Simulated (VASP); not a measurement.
Write the native input for VASP 6.6.1 that does the following.

| Property | Result |
| --- | --- |
| Task | single point |
| Functional | PBEsol |
| Potentials or basis | VASP PAW PBE potentials, release 64 (Al, Cu) |
| Cutoff | 520 eV |
| k mesh | 10 × 10 × 4 |
| Occupations | gaussian, width 0.1 eV |
| Spin | no spin polarisation |
| Dipole correction | no |
| Further INCAR settings | ALGO = Normal; EDIFF = 1e-06; NBANDS = 18 |

The structure of Al3Cu lies in POSCAR:

```
Al3Cu
1.0
    2.7784054294      0.0000000000      0.0000000000
    0.0000000000      2.7784054294      0.0000000000
    0.0000000000      0.0000000000      7.5134034100
Al Cu
3 1
Direct
    0.0000000000      0.0000000000      0.5000000000
    0.5000000000      0.5000000000      0.2261155100
    0.5000000000      0.5000000000      0.7738844900
    0.0000000000      0.0000000000      0.0000000000
```

The input as run:

INCAR

```
PREC = Accurate
ENCUT = 520
EDIFF = 1E-6
ISMEAR = 0
SIGMA = 0.1
LREAL = False
LASPH = True
NELM = 80
ALGO = Normal
ISIF = 2
LWAVE = False
LCHARG = False
GGA = PS
NBANDS = 18
```

KPOINTS

```
Automatic mesh
0
Gamma
  10 10 4
```

Potentials or basis: VASP PAW PBE potentials, release 64 (Al, Cu).

Launch:

```sh
$ cat potpaw_PBE.64/Al/POTCAR potpaw_PBE.64/Cu/POTCAR > POTCAR
$ mpirun -np 1 vasp_std > vasp.out
```

It gave:

The pressure is 1.5 GPa and the largest force is 0.184 eV/Å. The band gap on the k mesh is zero (band 10 reaches 12.87 eV, above the bottom of band 11 at 6.69 eV).

Caveat: the PAW data sets were made with another functional, which shifts forces and pressure a little.

Wall time 25 s on 1 thread of Intel(R) Xeon(R) 6975P-C (Granite Rapids) (shared host), peak memory 0.21 GiB.
